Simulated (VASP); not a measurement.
# AgBr in VASP: a series of runs

Runs on AgBr. Level: r2SCAN. Tasks: single point.

Everything below comes from runs of VASP 6.6.1. Logs are shortened: lines on timing, memory, paths and dates and some standing lists are left out, and cuts for length are marked.

## (1) The cell of the first run

The typed cell holds 4 atoms: a = 4.009 Å, b = 4.008 Å, c = 5.666 Å, α = 90.00°, β = 89.99°, γ = 90.00°.

## (2) Single point, r2SCAN (22.76 Å³/atom)

File POSCAR:

```
AgBr
1.0
    4.0085801952      0.0000000000      0.0406155181
    0.0000000000      4.0083730466      0.0000000000
   -0.0564937028      0.0000000000      5.6654617238
Ag Br
2 2
Direct
    0.7499714259      0.7500000000      0.7499778862
    0.2500285741      0.2500000000      0.2500221138
    0.2499845032      0.2500000000      0.7500035515
    0.7500154968      0.7500000000      0.2499964485
```

File INCAR.step1:

```
SYSTEM = AgBr
PREC = Accurate ; ENCUT = 550
ISMEAR = 0 ; SIGMA = 0.01
LREAL = .FALSE. ; LASPH = .TRUE.
NELM = 120 ; NBANDS = 26
GGA = PE ; ALGO = Normal
EDIFF = 1E-5 ; LWAVE = .TRUE.
LCHARG = .FALSE. ; GGA_COMPAT = .FALSE.
```

File INCAR.step2:

```
SYSTEM = AgBr
PREC = Accurate ; ENCUT = 550
EDIFF = 1E-6 ; ISMEAR = 0
SIGMA = 0.01 ; LREAL = .FALSE.
LASPH = .TRUE. ; NELM = 120
ALGO = Normal ; ISIF = 2
LWAVE = .FALSE. ; LCHARG = .TRUE.
METAGGA = R2SCAN ; LMIXTAU = .TRUE.
LELF = .TRUE. ; LVHAR = .TRUE.
NBANDS = 26 ; ISTART = 1
GGA_COMPAT = .FALSE.
```

File KPOINTS:

```
regular mesh
0
G
  6 6 4
  0 0 0
```

Potentials or basis: VASP PAW PBE potentials, release 64 (Ag, Br).

Command:

```bash
$ cat potpaw_PBE.64/Ag/POTCAR potpaw_PBE.64/Br/POTCAR > POTCAR
$ cp INCAR.step1 INCAR
$ mpirun -np 1 vasp_std > vasp.out
$ cp INCAR.step2 INCAR
$ mpirun -np 1 vasp_std > vasp.out
```

OUTCAR:

```text
SYSTEM = AgBr
   PREC = Accurate
   ENCUT = 550
   EDIFF = 1E-6
   ISMEAR = 0
   LREAL = .FALSE.
   LASPH = .TRUE.
   NELM = 120
   ISIF = 2
   METAGGA = R2SCAN
   ISTART = 1

 ion  position               nearest neighbor table
   1  0.750  0.750  0.750-   4 2.83   4 2.83   3 2.83   3 2.83   3 2.83   3 2.83
   2  0.250  0.250  0.250-   3 2.83   3 2.83   4 2.83   4 2.83   4 2.83   4 2.83
   3  0.250  0.250  0.750-   2 2.83   2 2.83   1 2.83   1 2.83   1 2.83   1 2.83
   4  0.750  0.750  0.250-   1 2.83   1 2.83   2 2.83   2 2.83   2 2.83   2 2.83

  LATTYP: Found a simple monoclinic cell.
 ALAT       =     4.0087859511
 B/A-ratio  =     0.9998970001
 C/A-ratio  =     1.4133314804
 COS(beta)  =    -0.0001605321

  Lattice vectors:

 A1 = (   4.0085801952,   0.0000000000,   0.0406155181)
 A2 = (   0.0000000000,  -4.0083730466,   0.0000000000)
 A3 = (   0.0564937028,   0.0000000000,  -5.6654617238)

Analysis of symmetry for initial positions (statically):
=====================================================================
 Subroutine PRICEL returns:
 Original cell was already a primitive cell.

 Routine SETGRP: Setting up the symmetry group for a
 simple monoclinic supercell.

 Subroutine GETGRP returns: Found  4 space group operations
 (whereof  2 operations were pure point group operations)
 out of a pool of  4 trial point group operations.

The static configuration has the point symmetry S_2 .
 The point group associated with its full space group is C_2h.

Analysis of symmetry for dynamics (positions and initial velocities):
=====================================================================
 Subroutine PRICEL returns:
 Original cell was already a primitive cell.

 Routine SETGRP: Setting up the symmetry group for a
 simple monoclinic supercell.

 Subroutine GETGRP returns: Found  4 space group operations
 (whereof  2 operations were pure point group operations)
 out of a pool of  4 trial point group operations.

The dynamic configuration has the point symmetry S_2 .
 The point group associated with its full space group is C_2h.

 Subroutine INISYM returns: Found  4 space group operations
 (whereof  2 operations are pure point group operations),
 and found     1 'primitive' translations

----------------------------------------------------------------------------------------

                                     Primitive cell

  volume of cell :      91.0412

  direct lattice vectors                    reciprocal lattice vectors
     4.008580195  0.000000000  0.040615518     0.249439684  0.000000000  0.002487312
     0.000000000  4.008373047  0.000000000     0.000000000  0.249477778  0.000000000
    -0.056493703  0.000000000  5.665461724    -0.001788225  0.000000000  0.176490289

  length of vectors
     4.008785951  4.008373047  5.665743383     0.249452085  0.249477778  0.176499348

  position of ions in fractional coordinates (direct lattice)
     0.749971426  0.750000000  0.749977886
     0.250028574  0.250000000  0.250022114
     0.249984503  0.250000000  0.750003552
     0.750015497  0.750000000  0.249996448

  ion indices of the primitive-cell ions
   primitive index   ion index
                 1           1
                 2           2
                 3           3
                 4           4

----------------------------------------------------------------------------------------

 KPOINTS: regular mesh

Automatic generation of k-mesh.
 Grid dimensions read from file:
 generate k-points for:    6    6    4

 Generating k-lattice:

  Cartesian coordinates                     Fractional coordinates (reciprocal lattice)
     0.041573281  0.000000000  0.000414552     0.166666667  0.000000000  0.000000000
     0.000000000  0.041579630  0.000000000     0.000000000  0.166666667  0.000000000
    -0.000447056  0.000000000  0.044122572     0.000000000  0.000000000  0.250000000

  Length of vectors
     0.041575347  0.041579630  0.044124837

  Shift w.r.t. Gamma in fractional coordinates (k-lattice)
     0.000000000  0.000000000  0.000000000

 Subroutine IBZKPT returns following result:
 ===========================================

 Found     56 irreducible k-points:

 Following reciprocal coordinates:
            Coordinates               Weight
  0.000000  0.000000  0.000000      1.000000
  0.166667  0.000000  0.000000      2.000000
  0.333333  0.000000 -0.000000      2.000000
  0.500000  0.000000  0.000000      1.000000
  0.000000  0.166667  0.000000      2.000000
  0.166667  0.166667  0.000000      4.000000
[... 16 lines left out ...]
  0.000000  0.166667  0.250000      4.000000
  0.166667  0.166667  0.250000      4.000000
 [... further k-points ...]
   k-points           NKPTS =     56   k-points in BZ     NKDIM =     56   number of bands    NBANDS=     26
   number of dos      NEDOS =    301   number of ions     NIONS =      4
   total plane-waves  NPLWV =  49152
   dimension x,y,z NGX =    32 NGY =   32 NGZ =   48
   dimension x,y,z NGXF=    64 NGYF=   64 NGZF=   96
   ions per type =               2   2
   NGX,Y,Z   is equivalent  to a cutoff of  13.27, 13.27, 14.08 a.u.
   NGXF,Y,Z  is equivalent  to a cutoff of  26.54, 26.54, 28.17 a.u.
 SYSTEM =  AgBr
   PREC   = accura    normal or accurate (medium, high low for compatibility)
   ISTART =      1    job   : 0-new  1-cont  2-samecut
   ICHARG =      0    charge: 1-file 2-atom 10-const
   ISPIN  =      1    spin polarized calculation?
   LNONCOLLINEAR =      F non collinear calculations
   LSORBIT =      F    spin-orbit coupling
   LASPH  =      T    aspherical Exc in radial PAW
   ENCUT  =  550.0 eV  40.42 Ry    6.36 a.u.   7.67  7.66 10.83*2*pi/ulx,y,z
   NELM   =    120;   NELMIN=  2; NELMDL=  0     # of ELM steps
   EDIFF  = 0.1E-05   stopping-criterion for ELM
   LREAL  =      F    real-space projection
   EDIFFG = 0.1E-04   stopping-criterion for IOM
   NSW    =      0    number of steps for IOM
   IBRION =     -1    ionic relax: 0-MD 1-quasi-New 2-CG
   NFREE  =      0    steps in history (QN), initial steepest desc. (CG)
   ISIF   =      2    stress and relaxation
   ISYM   =      2    0-nonsym 1-usesym 2-fastsym
   POTIM  = 0.5000    time-step for ionic-motion
   TEBEG  =    0.0;   TEEND  =   0.0 temperature during run
   PSTRESS=    0.0 pullay stress
   NELECT =      36.0000    total number of electrons
   NUPDOWN=      -1.0000    fix difference up-down
   EMIN   =  10.00;   EMAX   =-10.00  energy-range for DOS
   EFERMI =   0.00;   METHOD = LEGACY
   ISMEAR =     0;   SIGMA  =   0.01  broadening in eV -4-tet -1-fermi 0-gaus
   EFERMI_NEDOS =   21; number of points for ismear=-14 and -15
   IALGO  =     38    algorithm
   IMIX   =      4    mixing-type and parameters
     AMIX     =   0.40;   BMIX     =  1.00
     AMIX_MAG =   1.60;   BMIX_MAG =  1.00
  volume/ion in A,a.u.               =      22.76       153.59
  Fermi-wavevector in a.u.,A,eV,Ry     =   1.201609  2.270711 19.644952  1.443863
  Thomas-Fermi vector in A             =   2.337413
   LORBIT       =      0    0 simple, 1 ext, 2 COOP (PROOUT), +10 PAW based schemes
   METAGGA = R2SCAN    functional components
   LHFCALC =     F    Hartree Fock is set to
   AEXX    =    0.0000 exact exchange contribution
   IVDW    =     0    specifies the selected vdW correction
   LEPSILON=     F    determine dielectric tensor
   LRPA    =     F    only Hartree local field effects (RPA)
 non-spin polarized calculation
 Gauss-broadening in eV      SIGMA  =   0.01
  energy-cutoff  :      550.00
  volume of cell :       91.04
 maximum number of plane-waves:      2701
 NGX is ok and might be reduce to    32
   NGX = 15   NGY = 15   NGZ = 21

 number of electron      35.9999998 magnetization

 Free energy of the ion-electron system (eV)
  ---------------------------------------------------
  ext. energy  EPLUGINS =         0.00000000
  ---------------------------------------------------
  free energy    TOTEN  =       -70.97300389 eV

  energy without entropy =      -70.97300389  energy(sigma->0) =      -70.97300389

 E-fermi :   3.8906     XC(G=0): -10.5782

 val. band max:        3.8080967727   @ k =   0.5000   0.0000   0.5000
 cond. band min:       5.0578065979   @ k =   0.0000   0.0000   0.0000
 fundamental gap:      1.2497098253
 Fermi energy:         3.8905534288

 k-point     1 :       0.0000    0.0000    0.0000
  band No.  band energies     occupation
      1     -12.0679      2.00000
      2     -11.5294      2.00000
      3      -0.8701      2.00000
      4       0.5553      2.00000
      5       0.6620      2.00000
      6       0.6628      2.00000
[... 18 lines left out ...]
     25      14.2137      0.00000
     26      15.3540      0.00000

 k-point     2 :       0.1667    0.0000    0.0000
  band No.  band energies     occupation
      1     -11.9877      2.00000
      2     -11.5132      2.00000
      3      -0.7954      2.00000
      4      -0.2622      2.00000
      5      -0.0124      2.00000
      6       0.2070      2.00000
[... 18 lines left out ...]
     25      14.3467      0.00000
     26      14.3868      0.00000

 k-point     3 :       0.3333    0.0000   -0.0000
  band No.  band energies     occupation
      1     -11.7928      2.00000
      2     -11.5088      2.00000
      3      -1.1223      2.00000
      4      -0.8345      2.00000
      5      -0.5786      2.00000
      6      -0.5117      2.00000
[... 18 lines left out ...]
     25      12.5318      0.00000
     26      12.9416      0.00000

 k-point     4 :       0.5000    0.0000    0.0000
  band No.  band energies     occupation
      1     -11.5993      2.00000
      2     -11.5993      2.00000
      3      -1.3602      2.00000
      4      -1.3602      2.00000
      5      -0.6394      2.00000
      6      -0.6393      2.00000
[... 18 lines left out ...]
     25      11.9859      0.00000
     26      11.9863      0.00000
[... 496 lines left out ...]
      1     -11.9059      2.00000
      2     -11.5679      2.00000
      3      -1.1263      2.00000
      4      -0.2805      2.00000
      5      -0.2173      2.00000
      6      -0.0384      2.00000
[... 18 lines left out ...]
     25      13.2881      0.00000
     26      13.9508      0.00000

 k-point    23 :       0.0000    0.1667    0.2500
  band No.  band energies     occupation
      1     -11.9060      2.00000
      2     -11.5678      2.00000
      3      -1.1263      2.00000
      4      -0.2805      2.00000
      5      -0.2170      2.00000
      6      -0.0390      2.00000
[... 18 lines left out ...]
     25      13.2872      0.00000
     26      13.9495      0.00000

 k-point    24 :       0.1667    0.1667    0.2500
  band No.  band energies     occupation
      1     -11.8431      2.00000
      2     -11.5460      2.00000
      3      -1.1315      2.00000
      4      -0.6523      2.00000
      5      -0.4775      2.00000
      6      -0.2071      2.00000
[... 18 lines left out ...]
     25      13.0184      0.00000
     26      13.5073      0.00000

 [... further k-points ...]
[... 5 lines left out ...]
  --------------------------------------------------------------------------------------
  -------------------------------------------------------------------------------------
  Total        1.8290347      1.8297025      1.8352342      0.0000000      0.0000000     -0.0006323
  in kB       32.1880476     32.1997994     32.2971483      0.0000000      0.0000000     -0.0111282
  external PRESSURE =      32.2283318 kB  Pullay stress =       0.0000000 kB

 VOLUME and BASIS-vectors are now :
 -----------------------------------------------------------------------------
  energy-cutoff  :      550.00
  volume of cell :       91.04
      direct lattice vectors                 reciprocal lattice vectors
     4.008580195  0.000000000  0.040615518     0.249439684  0.000000000  0.002487312
     0.000000000  4.008373047  0.000000000     0.000000000  0.249477778  0.000000000
    -0.056493703  0.000000000  5.665461724    -0.001788225  0.000000000  0.176490289

 POSITION                                       TOTAL-FORCE (eV/Angst)
 -----------------------------------------------------------------------------------
      2.96395      3.00628      4.27943         0.000085      0.000000      0.000255
      0.98813      1.00209      1.42665        -0.000085      0.000000     -0.000255
      0.95971      1.00209      4.25927        -0.000071      0.000000      0.000271
      2.99237      3.00628      1.44681         0.000071      0.000000     -0.000271
 -----------------------------------------------------------------------------------
    total drift:                                0.000000      0.000000      0.000000

  FREE ENERGIE OF THE ION-ELECTRON SYSTEM (eV)
  ---------------------------------------------------
  free  energy   TOTEN  =       -70.9730038874 eV

  energy  without entropy=      -70.9730038874  energy(sigma->0) =      -70.97300389
```

It took 6.3 min on 1 thread of Intel Xeon Platinum 8259CL at 2.50GHz (Skylake/Cascade Lake), shared host; peak memory 0.31 GiB.

What came out:

```yaml
Free_energy: -70.9730 eV
Pressure: 3.2 GPa
Band_gap_on_the_k_mesh: 1.25 eV
```

Caveat: the cell stands under pressure; the PAW data sets were made with another functional, which shifts forces and pressure a little.

## (3) Single point, r2SCAN (23.49 Å³/atom)

This run uses another cell than the first one, of 23.49 Å³/atom.

File POSCAR:

```
AgBr
1.0
    4.0507788772      0.0000000000      0.0410430813
    0.0000000000      4.0505695479      0.0000000000
   -0.0570884171      0.0000000000      5.7251025458
Ag Br
2 2
Direct
    0.7499714259      0.7500000000      0.7499778862
    0.2500285741      0.2500000000      0.2500221138
    0.2499845032      0.2500000000      0.7500035515
    0.7500154968      0.7500000000      0.2499964485
```

File INCAR.step1:

```
SYSTEM = AgBr
  ALGO = Normal
  EDIFF = 1E-5
  ENCUT = 550
  GGA = PE
  GGA_COMPAT = .False.
  ISMEAR = 0
  LASPH = .True.
  LCHARG = .False.
  LREAL = .False.
  LWAVE = .True.
  NBANDS = 26
  NELM = 120
  PREC = Accurate
  SIGMA = 0.01
```

File INCAR.step2:

```
SYSTEM = AgBr
  ALGO = Normal
  EDIFF = 1E-6
  ENCUT = 550
  GGA_COMPAT = .False.
  ISIF = 2
  ISMEAR = 0
  ISTART = 1
  LASPH = .True.
  LCHARG = .True.
  LELF = .True.
  LMIXTAU = .True.
  LREAL = .False.
  LVHAR = .True.
  LWAVE = .False.
  METAGGA = R2SCAN
  NBANDS = 26
  NELM = 120
  PREC = Accurate
  SIGMA = 0.01
```

File KPOINTS:

```
k-points
0
Gamma
  6 6 4
  0 0 0
```

Potentials or basis: VASP PAW PBE potentials, release 64 (Ag, Br).

Command:

```bash
$ cat potpaw_PBE.64/Ag/POTCAR potpaw_PBE.64/Br/POTCAR > POTCAR
$ cp INCAR.step1 INCAR
$ mpirun -np 1 vasp_std > vasp.out
$ cp INCAR.step2 INCAR
$ mpirun -np 1 vasp_std > vasp.out
```

Run time: 3.3 min. Hardware: 1 thread of Intel Xeon 6975P-C (Granite Rapids), shared host; peak memory 0.31 GiB.

The run converged. Its results:

| Property | Result |
| --- | --- |
| Free energy | -71.0156 eV |
| Pressure | 1.4 GPa |
| Band gap on the k mesh | 1.24 eV |

Levels at points of the mesh, in eV from the valence-band top:
| k point | band 16 | band 17 | band 18 | band 19 | band 20 | band 21 |
| --- | --- | --- | --- | --- | --- | --- |
| (0.00, 0.00, 0.00) | -2.06 | -2.06 | -2.06 | 1.24 | 2.12 | 7.40 |
| (0.50, 0.00, 0.00) | -1.92 | -0.10 | -0.10 | 5.55 | 5.55 | 5.74 |
| (0.00, 0.50, 0.00) | -1.92 | -0.10 | -0.10 | 5.55 | 5.55 | 5.74 |
| (0.50, 0.50, 0.00) | -2.40 | -2.27 | -2.27 | 2.13 | 2.13 | 7.40 |
| (0.00, 0.00, 0.50) | -1.92 | -1.57 | -1.57 | 3.79 | 3.79 | 7.32 |
| (0.50, 0.00, 0.50) | 0.00 | 0.00 | 0.00 | 4.22 | 4.22 | 7.27 |
| (0.00, 0.50, 0.50) | 0.00 | 0.00 | 0.00 | 4.22 | 4.22 | 7.27 |
| (0.50, 0.50, 0.50) | -2.32 | -1.48 | -1.48 | 4.29 | 4.29 | 7.84 |

Caveat: the PAW data sets were made with another functional, which shifts forces and pressure a little. A k mesh can miss the band edges.

## (4) Single point, r2SCAN

This run uses another cell than the first one, of 24.21 Å³/atom.

File POSCAR:

```
AgBr
1.0
    4.0921162106      0.0000000000      0.0414619171
    0.0000000000      4.0919047452      0.0000000000
   -0.0576709922      0.0000000000      5.7835259946
Ag Br
2 2
Direct
    0.7499714259      0.7500000000      0.7499778862
    0.2500285741      0.2500000000      0.2500221138
    0.2499845032      0.2500000000      0.7500035515
    0.7500154968      0.7500000000      0.2499964485
```

File INCAR.step1:

```
SYSTEM = AgBr
  PREC = Accurate
  ENCUT = 550
  ISMEAR = 0
  SIGMA = 0.01
  LREAL = .False.
  LASPH = .True.
  NELM = 120
  NBANDS = 26
  GGA = PE
  ALGO = Normal
  EDIFF = 1E-5
  LWAVE = .True.
  LCHARG = .False.
  GGA_COMPAT = .False.
```

File INCAR.step2:

```
SYSTEM = AgBr
  PREC = Accurate
  ENCUT = 550
  EDIFF = 1E-6
  ISMEAR = 0
  SIGMA = 0.01
  LREAL = .False.
  LASPH = .True.
  NELM = 120
  ALGO = Normal
  ISIF = 2
  LWAVE = .False.
  LCHARG = .False.
  METAGGA = R2SCAN
  LMIXTAU = .True.
  NBANDS = 26
  ISTART = 1
  GGA_COMPAT = .False.
```

File KPOINTS:

```
regular mesh
0
Gamma
  6 6 4
  0 0 0
```

Command:

```bash
$ cat potpaw_PBE.64/Ag/POTCAR potpaw_PBE.64/Br/POTCAR > POTCAR
$ cp INCAR.step1 INCAR
$ mpirun -np 1 vasp_std > vasp.out
$ cp INCAR.step2 INCAR
$ mpirun -np 1 vasp_std > vasp.out
```

Wall time 3 min (1 thread of Intel Xeon 6975P-C (Granite Rapids), shared host); peak memory 0.31 GiB.

Results (log left out):

```yaml
Free_energy: -71.0283 eV
Pressure: -0.1 GPa
Band_gap_on_the_k_mesh: 1.24 eV
```

Levels at points of the mesh, in eV from the valence-band top:
```csv
k point,band 15,band 16,band 17,band 18,band 19,band 20,band 21,band 22
"(0.00, 0.00, 0.00)",-2.19,-1.95,-1.94,-1.94,1.24,2.19,7.45,9.61
"(0.50, 0.00, 0.00)",-1.84,-1.84,-0.10,-0.10,5.45,5.45,5.78,5.78
"(0.00, 0.50, 0.00)",-1.84,-1.84,-0.10,-0.10,5.45,5.45,5.78,5.78
"(0.50, 0.50, 0.00)",-2.30,-2.30,-2.19,-2.19,2.19,2.19,7.45,7.45
"(0.00, 0.00, 0.50)",-1.83,-1.83,-1.50,-1.50,3.73,3.73,7.32,7.32
"(0.50, 0.00, 0.50)",0.00,0.00,0.00,0.00,4.30,4.30,7.08,7.08
"(0.00, 0.50, 0.50)",0.00,0.00,0.00,0.00,4.30,4.30,7.08,7.08
"(0.50, 0.50, 0.50)",-2.21,-2.21,-1.40,-1.40,4.25,4.25,7.83,7.83
```

Caveat: the PAW data sets were made with another functional, which shifts forces and pressure a little. A k mesh can miss the band edges.

## (5) Overview

```csv
cell,gap on the mesh (eV),pressure (GPa)
"a = 4.009, b = 4.008, c = 5.666 Å, 4 atoms",1.25,3.2
"a = 4.051, b = 4.051, c = 5.725 Å, 4 atoms",1.24,1.4
"a = 4.092, b = 4.092, c = 5.784 Å, 4 atoms",1.24,-0.1
```

Alike in all rows: task single point; level r2SCAN; potentials or basis VASP PAW PBE potentials, release 64 (Ag, Br); no spin polarisation; k mesh 6 × 6 × 4; cutoff (eV) 550; smearing gaussian 0.01 eV.

Caveats: the PAW data sets were made with another functional, which shifts forces and pressure a little; the cell stands under pressure (at least some runs).

Total energies depend on the potentials used, so only differences within one code and one set of settings carry meaning.
